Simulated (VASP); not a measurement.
A run of VASP 6.6.1:

Contents of INCAR:

```
  PREC = Accurate
  ENCUT = 600
  EDIFF = 1E-6
  ISMEAR = 0
  SIGMA = 0.05
  LREAL = False
  LASPH = True
  NELM = 150
  ALGO = Normal
  ISIF = 3
  LWAVE = False
  LCHARG = False
  ISPIN = 2
  MAGMOM = 2.5 2.5
  LORBIT = 11
  LMAXMIX = 4
  GGA = PE
  IBRION = 2
  NSW = 80
  EDIFFG = -0.01
```

File KPOINTS:

```
Automatic mesh
0
Gamma
  18 18 10
```

The input POSCAR:

```
Fe
1.0
    2.5567053001      0.0000000000      0.0000000000
   -1.2783526500      2.2141717398      0.0000000000
    0.0000000000      0.0000000000      4.1759519901
Fe
2
Direct
    0.3333333333      0.6666666667      0.7500000000
    0.6666666667      0.3333333333      0.2500000000
```

Potentials or basis: VASP PAW PBE potentials, release 64 (Fe).

Run with:

```bash
$ cat potpaw_PBE.64/Fe/POTCAR > POTCAR
$ mpirun -np 1 vasp_std > vasp.out
```

Hardware: 1 thread of Intel(R) Xeon(R) 6975P-C (Granite Rapids), on a shared host.

Estimate the wall time of this run.

It took 7.9 min on 1 thread of Intel(R) Xeon(R) 6975P-C (Granite Rapids), with other jobs on the host, peak memory 0.28 GiB. Counts: scf iterations 90, k points 222, ion steps 12.
